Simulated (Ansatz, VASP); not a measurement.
C in VASP and in Ansatz

```
C
1.0
     2.12732   -1.22828    0.00000
     2.12732    1.22828    0.00000
    -1.37907    0.00000    3.50283
C
2
Direct
  0.16664 0.16664 0.99991
  0.83336 0.83336 0.00009
```

Alike in both runs: task relaxation of cell and atoms; functional revPBE; k mesh 13 × 13 × 8; occupations fermi-dirac, width 0.05 eV; no spin polarisation.

```csv
,VASP,Ansatz
version,VASP 6.6.1,Ansatz 0.2.0
potentials or method,"VASP PAW PBE potentials, release 64 (C)",Ansatz PAW
plane-wave cutoff (eV),600,420
valence electrons in the cell,8,8
```

Ansatz gave:

| Item | Value |
| --- | --- |
| gap on the k mesh at the Fermi level, each at its own relaxed structure (eV) | 1.49 |
| relaxed volume (Å³/atom) | 13.60 |
| relaxed cell length with the largest relative difference (Å) | 5.319 |

Q: Which values does VASP return?

A: gap on the k mesh at the Fermi level, each at its own relaxed structure (eV): 1.36; relaxed volume (Å³/atom): 11.27; relaxed cell length with the largest relative difference (Å): 4.475.

VASP's potentials were made for PBE, not for revPBE. One of these differences is far larger than is usual between the two programs; its cause wasn't traced.

Noted on VASP's run: the volume moved by over 15 % at a fixed basis, so the end points are rough. Noted on Ansatz's run: the volume moved by over 15 % at a fixed basis, so the end points are rough; odd divisions of the mesh miss points on the zone boundary, where band edges often lie, so the gap on the mesh can be too wide; the plane-wave basis is chosen anew once the cell has moved, so the energies of steps on either side of that aren't comparable.
